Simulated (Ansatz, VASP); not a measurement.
# SnO: VASP beside Ansatz

```
Sn O
1.0
     3.76402    0.00000    0.00000
     0.00000    3.76402    0.00000
     0.00000    0.00000    5.06794
Sn O
2 2
Direct
  0.97846 0.50000 0.22869
  0.52154 0.00000 0.77131
  0.00229 0.00000 0.00000
  0.49771 0.50000 0.00000
```

Change from the starting cell: mode 4 frozen in at -0.083 Å, equal normal strain along x and y -0.0267.

Alike in both runs: task single point; functional PBE; k mesh 10 × 10 × 8; occupations gaussian, width 0.05 eV; no spin polarisation.

```csv
,VASP,Ansatz
version,VASP 6.6.1,Ansatz 0.2.0
potentials or method,"VASP PAW PBE potentials, release 64 (Sn_d, O), cutoff 520 eV","scalar-relativistic, plane waves, PAW"
valence electrons in the cell,40,40
```

Ansatz gave:

| Property | Result |
| --- | --- |
| gap on the k mesh at the Fermi level (eV) | 0.24 |
| least direct gap on the mesh (eV) | 2.02 |
| pressure (GPa) | 5.8 |
| traceless stress, the component that is largest in VASP (GPa) | 2.28 |
| rms of the force components (eV/Å) | 0.360 |

Q: What did VASP give for the same quantities?

A: gap on the k mesh at the Fermi level (eV): 0.25; least direct gap on the mesh (eV): 1.98; pressure (GPa): 6.1; traceless stress, the component that is largest in VASP (GPa): 2.35; rms of the force components (eV/Å): 0.397.

Atom by atom the forces differ by 0.042 eV/Å (rms over components).
